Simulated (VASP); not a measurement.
Ba5Na4Al2O10, 21 atoms in the cell. The cell holds an amorphous packing of atoms, 21 atoms: a = 6.933 Å, b = 7.215 Å, c = 6.739 Å, α = 90.92°, β = 88.87°, γ = 91.24°. 

```yaml
Program: VASP 6.6.1
Task: single point
Functional: PBE
Potentials_or_basis: VASP PAW PBE potentials, release 64 (Ba_sv, O, Al, Na_pv)
Cutoff: 520 eV
k_mesh: 1 × 1 × 1
Occupations: fermi-dirac, width 0.2111 eV
Spin: no spin polarisation
Dipole_correction: no
Further_INCAR_settings: LREAL = Auto; ALGO = Normal; EDIFF = 1e-06; NBANDS = 88; ISYM = 0
```

Potentials or basis: VASP PAW PBE potentials, release 64 (Ba_sv, O, Al, Na_pv).

Launch:

```bash
$ cat potpaw_PBE.64/Ba_sv/POTCAR potpaw_PBE.64/O/POTCAR potpaw_PBE.64/Al/POTCAR potpaw_PBE.64/Na_pv/POTCAR > POTCAR
$ mpirun -np 1 vasp_gam > vasp.out
```

Hardware: 1 thread of Intel(R) Xeon(R) Platinum 8559C (Emerald Rapids) (shared host).

Task: Estimate the wall time of this run.

Result: Run time: 37 s on 1 thread of Intel(R) Xeon(R) Platinum 8559C (Emerald Rapids) (shared host), peak memory 0.36 GiB. Counts: scf iterations 18, k points 1.
